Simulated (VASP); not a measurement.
Input of a VASP 6.6.1 run:

The input INCAR:

```
SYSTEM = HfC
  PREC = Accurate
  ENCUT = 520
  EDIFF = 1E-6
  ISMEAR = -1
  SIGMA = 0.025
  LREAL = .FALSE.
  LASPH = .TRUE.
  NELM = 100
  ALGO = Normal
  ISIF = 2
  LWAVE = .FALSE.
  LCHARG = .FALSE.
  GGA = PS
  NBANDS = 14
```

File KPOINTS:

```
Automatic mesh
0
G
  10 10 10
  0 0 0
```

File POSCAR:

```
HfC
1.0
    0.0000000000      2.3250000000      2.3250000000
    2.3250000000      0.0000000000      2.3250000000
    2.3250000000      2.3250000000      0.0000000000
Hf C
1 1
Direct
    0.5000000000      0.5000000000      0.5000000000
    0.0000000000      0.0000000000      0.0000000000
```

Potentials or basis: VASP PAW PBE potentials, release 64 (Hf_pv, C).

Command:

```console
$ cat potpaw_PBE.64/Hf_pv/POTCAR potpaw_PBE.64/C/POTCAR > POTCAR
$ mpirun -np 1 vasp_std > vasp.out
```

Q: What does it give for the band gap on the k mesh?

A: Zero (band 7 reaches 6.83 eV, above the bottom of band 8 at 5.41 eV).

Q: Estimate the pressure.

A: -7.0 GPa.

Caveat: the PAW data sets were made with another functional, which shifts forces and pressure a little; spin-orbit coupling is left out, which moves the levels of the heavy elements.
